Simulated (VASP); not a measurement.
# HgTe (I-4m2) in VASP: further runs, part 2 of 2

VASP 6.6.1. Earlier steps stand in the parts before.

## Step 4: Single point, PBE (strain -0.030 along x and y, +0.015 along z)

Input file INCAR:

```
SYSTEM = HgTe
PREC = Accurate ; ENCUT = 520
EDIFF = 1E-7 ; ISMEAR = 0
SIGMA = 0.15 ; LREAL = .FALSE.
LASPH = .TRUE. ; NELM = 80
ALGO = Normal ; ISIF = 2
LWAVE = .FALSE. ; LCHARG = .TRUE.
GGA = PE ; LELF = .TRUE.
LVHAR = .TRUE. ; NBANDS = 16
```

Input file KPOINTS:

```
Automatic mesh
0
G
  14 14 14
  0 0 0
```

Input file POSCAR:

```
HgTe
1.0
    0.0000000000      3.1267950000      3.2718525000
    3.1267950000      0.0000000000      3.2718525000
    3.1267950000      3.1267950000      0.0000000000
Hg Te
1 1
Direct
    0.0000000000      0.0000000000      0.0000000000
    0.7500000000      0.7500000000      0.7500000000
```

Potentials or basis: VASP PAW PBE potentials, release 64 (Hg, Te).

Started as:

```bash
$ cat potpaw_PBE.64/Hg/POTCAR potpaw_PBE.64/Te/POTCAR > POTCAR
$ mpirun -np 1 vasp_std > vasp.out
```

OUTCAR:

```text
SYSTEM = HgTe
   PREC = Accurate
   ENCUT = 520
   EDIFF = 1E-7
   ISMEAR = 0
   LREAL = .FALSE.
   LASPH = .TRUE.
   NELM = 80
   ISIF = 2
   GGA = PE

 ion  position               nearest neighbor table
   1  0.000  0.000  0.000-   2 2.75   2 2.75   2 2.75   2 2.75
   2  0.750  0.750  0.750-   1 2.75   1 2.75   1 2.75   1 2.75

  LATTYP: Found a body centered tetragonal cell.
 ALAT       =     4.4219558958
 C/A-ratio  =     1.4798214081

  Lattice vectors:

 A1 = (  -3.1267950000,   0.0000000000,   3.2718525000)
 A2 = (   3.1267950000,   0.0000000000,   3.2718525000)
 A3 = (   0.0000000000,   3.1267950000,  -3.2718525000)

Analysis of symmetry for initial positions (statically):
=====================================================================
 Subroutine PRICEL returns:
 Original cell was already a primitive cell.

 Routine SETGRP: Setting up the symmetry group for a
 body centered tetragonal supercell.

 Subroutine GETGRP returns: Found  8 space group operations
 (whereof  8 operations were pure point group operations)
 out of a pool of 16 trial point group operations.

The static configuration has the point symmetry D_2d.

Analysis of symmetry for dynamics (positions and initial velocities):
=====================================================================
 Subroutine PRICEL returns:
 Original cell was already a primitive cell.

 Routine SETGRP: Setting up the symmetry group for a
 body centered tetragonal supercell.

 Subroutine GETGRP returns: Found  8 space group operations
 (whereof  8 operations were pure point group operations)
 out of a pool of 16 trial point group operations.

The dynamic configuration has the point symmetry D_2d.

 Subroutine INISYM returns: Found  8 space group operations
 (whereof  8 operations are pure point group operations),
 and found     1 'primitive' translations

----------------------------------------------------------------------------------------

                                     Primitive cell

  volume of cell :      63.9768
[... 110 lines left out ...]
  volume/ion in A,a.u.               =      31.99       215.87
  Fermi-wavevector in a.u.,A,eV,Ry     =   1.072733  2.027171 15.656976  1.150755
  Thomas-Fermi vector in A             =   2.208511
   LORBIT       =      0    0 simple, 1 ext, 2 COOP (PROOUT), +10 PAW based schemes
   GGA     = PE    functional components
   LHFCALC =     F    Hartree Fock is set to
   AEXX    =    0.0000 exact exchange contribution
   IVDW    =     0    specifies the selected vdW correction
   LEPSILON=     F    determine dielectric tensor
   LRPA    =     F    only Hartree local field effects (RPA)
 non-spin polarized calculation
 Gauss-broadening in eV      SIGMA  =   0.15
  energy-cutoff  :      520.00
  volume of cell :       63.98
 maximum number of plane-waves:      1751
 NGX is ok and might be reduce to    36
   NGX = 17   NGY = 17   NGZ = 17

 number of electron      17.9999998 magnetization

 Free energy of the ion-electron system (eV)
  ---------------------------------------------------
  ext. energy  EPLUGINS =         0.00000000
  ---------------------------------------------------
  free energy    TOTEN  =        -3.46601509 eV

  energy without entropy =       -3.46584657  energy(sigma->0) =       -3.46593083

 E-fermi :   3.8478     XC(G=0):  -8.9949

 val. band max:        3.7446436714   @ k =   0.0000   0.0000   0.0000
 cond. band min:       4.1173289458   @ k =   0.0714   0.0000   0.0000
 fundamental gap:      0.3726852744
 Fermi energy:         3.8478313397

 k-point     1 :       0.0000    0.0000    0.0000
  band No.  band energies     occupation
      1      -8.7016      2.00000
      2      -4.0025      2.00000
      3      -3.9890      2.00000
      4      -3.9890      2.00000
      5      -3.4175      2.00000
      6      -3.3799      2.00000
[... 433 lines left out ...]
      3      -3.8572      2.00000
      4      -3.8214      2.00000
      5      -3.4437      2.00000
      6      -3.3633      2.00000
[... 8 lines left out ...]
     15      12.7870      0.00000
     16      13.2764      0.00000

 [... further k-points ...]

------------------------ aborting loop because EDIFF is reached ----------------------------------------

  FORCE on cell =-STRESS in cart. coord.  units (eV):
  Direction    XX          YY          ZZ          XY          YZ          ZX
  --------------------------------------------------------------------------------------
  -------------------------------------------------------------------------------------
  Total        2.8197939      2.8197939      2.6153685      0.0000000      0.0000000      0.0000000
  in kB       70.6163753     70.6163753     65.4969304      0.0000000      0.0000000      0.0000000
  external PRESSURE =      68.9098937 kB  Pullay stress =       0.0000000 kB

 VOLUME and BASIS-vectors are now :
 -----------------------------------------------------------------------------
  energy-cutoff  :      520.00
  volume of cell :       63.98
      direct lattice vectors                 reciprocal lattice vectors
     0.000000000  3.126795000  3.271852500    -0.159908149  0.159908149  0.152818625
     3.126795000  0.000000000  3.271852500     0.159908149 -0.159908149  0.152818625
     3.126795000  3.126795000  0.000000000     0.159908149  0.159908149 -0.152818625

 POSITION                                       TOTAL-FORCE (eV/Angst)
 -----------------------------------------------------------------------------------
      0.00000      0.00000      0.00000         0.000000      0.000000      0.000000
      4.69019      4.69019      4.90778        -0.000000     -0.000000     -0.000000
 -----------------------------------------------------------------------------------
    total drift:                               -0.000000     -0.000000      0.000000

  FREE ENERGIE OF THE ION-ELECTRON SYSTEM (eV)
  ---------------------------------------------------
  free  energy   TOTEN  =        -3.4660150874 eV

  energy  without entropy=       -3.4658465670  energy(sigma->0) =       -3.46593083
```

OSZICAR:

```text
N       E                     dE             d eps       ncg     rms          rms(c)
DAV:   1     0.105975651192E+03    0.10598E+03   -0.80894E+03  7840   0.979E+02
DAV:   2    -0.120826840494E+00   -0.10610E+03   -0.99406E+02  9032   0.230E+02
DAV:   3    -0.365649422549E+01   -0.35357E+01   -0.35273E+01  9760   0.435E+01
DAV:   4    -0.368840362482E+01   -0.31909E-01   -0.31907E-01 11464   0.378E+00
DAV:   5    -0.368851646812E+01   -0.11284E-03   -0.11284E-03 10464   0.189E-01    0.865E+00
DAV:   6    -0.347618304402E+01    0.21233E+00   -0.41058E-01  9216   0.894E+00    0.671E+00
DAV:   7    -0.346703936485E+01    0.91437E-02   -0.10984E-01  9272   0.233E+00    0.228E+00
DAV:   8    -0.346596894245E+01    0.10704E-02   -0.12746E-02  8840   0.132E+00    0.598E-01
DAV:   9    -0.346597405418E+01   -0.51117E-05   -0.76542E-04 10256   0.322E-01    0.153E-01
DAV:  10    -0.346600251689E+01   -0.28463E-04   -0.86635E-05  9960   0.812E-02    0.518E-02
DAV:  11    -0.346601804537E+01   -0.15528E-04   -0.40159E-05  9560   0.525E-02    0.479E-02
DAV:  12    -0.346601551010E+01    0.25353E-05   -0.50043E-06  8808   0.229E-02    0.222E-02
DAV:  13    -0.346601516235E+01    0.34775E-06   -0.10930E-06  9736   0.564E-03    0.383E-03
DAV:  14    -0.346601508740E+01    0.74954E-07   -0.26819E-07  9104   0.520E-03
   1 F= -.34660151E+01 E0= -.34659308E+01  d E =-.168520E-03
```

Wall time 2.1 min (1 thread of Intel Xeon Platinum 8488C (Sapphire Rapids), shared host); peak memory 0.39 GiB.

Results:

```yaml
Free_energy: -3.4660 eV
Pressure: 6.9 GPa
Band_gap_on_the_k_mesh: zero (filled and empty bands touch)
```

Levels at points of the mesh, in eV from the Fermi level:
```
           k point  band 7  band 8  band 9  band 10  band 11  band 12
(0.00, 0.00, 0.00)   -0.76   -0.29   -0.10    -0.10     3.98     3.98
(0.50, 0.00, 0.00)   -6.01   -1.37   -1.14     0.53     4.70     4.95
(0.50, 0.50, 0.00)   -6.05   -2.54   -2.54     1.94     2.34     8.05
(0.50, 0.00, 0.50)   -5.81   -2.79   -2.67     1.59     2.11     8.35
```

Caveat: the cell differs from its parent crystal (strain -0.030 along x and y, +0.015 along z); the cell stands under pressure; semilocal functionals underestimate gaps, and a narrow one can read as zero; spin-orbit coupling is left out, which moves the levels of the heavy elements.

## Step 5: Single point, PBE (strain -0.015 along x and y, +0.030 along z)

Input file INCAR:

```
SYSTEM = HgTe
PREC = Accurate ; ENCUT = 520
EDIFF = 1E-7 ; ISMEAR = 0
SIGMA = 0.15 ; LREAL = .FALSE.
LASPH = .TRUE. ; NELM = 60
ALGO = Normal ; ISIF = 2
LWAVE = .FALSE. ; LCHARG = .FALSE.
GGA = PE ; NBANDS = 16
```

Input file KPOINTS:

```
regular mesh
0
G
  14 14 14
  0 0 0
```

Input file POSCAR:

```
HgTe
1.0
    0.0000000000      3.1751475000      3.3202050000
    3.1751475000      0.0000000000      3.3202050000
    3.1751475000      3.1751475000      0.0000000000
Hg Te
1 1
Direct
    0.0000000000      0.0000000000      0.0000000000
    0.7500000000      0.7500000000      0.7500000000
```

Started as:

```bash
$ cat potpaw_PBE.64/Hg/POTCAR potpaw_PBE.64/Te/POTCAR > POTCAR
$ mpirun -np 1 vasp_std > vasp.out
```

Wall time 2.4 min (1 thread of Intel Xeon Platinum 8488C (Sapphire Rapids), shared host); peak memory 0.41 GiB.

Results (log left out):

* Free energy: -3.5680 eV
* Pressure: 4.1 GPa
* Band gap on the k mesh: zero (filled and empty bands touch)

Stress tensor (GPa, compression positive):
```
4.34 0.00 0.00
0.00 4.34 0.00
0.00 0.00 3.74
```

Levels at points of the mesh, in eV from the Fermi level:
```
           k point  band 6  band 7  band 8  band 9  band 10  band 11  band 12  band 13
(0.00, 0.00, 0.00)   -7.00   -0.87   -0.28   -0.10    -0.10     4.07     4.07     4.07
(0.50, 0.00, 0.00)   -6.71   -5.70   -1.27   -1.05     0.54     4.76     4.99     6.72
(0.50, 0.50, 0.00)   -6.61   -5.78   -2.34   -2.34     1.96     2.45     7.89     8.73
(0.50, 0.00, 0.50)   -6.53   -5.56   -2.57   -2.47     1.63     2.25     8.18     8.58
```

Caveat: the cell differs from its parent crystal (strain -0.015 along x and y, +0.030 along z); the cell stands under pressure; semilocal functionals underestimate gaps, and a narrow one can read as zero; spin-orbit coupling is left out, which moves the levels of the heavy elements.

## Step 6: Overview

| cell | gap on the mesh (eV) | pressure (GPa) |
| --- | --- | --- |
| a = 4.456, b = 4.456, c = 4.422 Å, angles 60.3, 60.3, 59.5°, 2 atoms | none | 9.1 |
| a = 4.456, b = 4.456, c = 4.490 Å, angles 59.7, 59.7, 60.5°, 2 atoms | 0.06 | 7.9 |
| a = 4.526, b = 4.526, c = 4.422 Å, angles 60.8, 60.8, 58.5°, 2 atoms | none | 6.9 |
| a = 4.594, b = 4.594, c = 4.490 Å, angles 60.7, 60.7, 58.5°, 2 atoms | none | 4.1 |

Alike in all rows: task single point; level PBE; potentials or basis VASP PAW PBE potentials, release 64 (Hg, Te); no spin polarisation; k mesh 14 × 14 × 14; cutoff (eV) 520; smearing gaussian 0.15 eV.

Caveats: the cell stands under pressure; spin-orbit coupling is left out, which moves the levels of the heavy elements; semilocal functionals underestimate gaps, and a narrow one can read as zero (at least some runs); the smearing spreads over this small gap (at least some runs).

Absolute energies hang on the potentials; compare differences alone.

The gap in the log of VASP goes by the Fermi energy; the results here count the filled bands.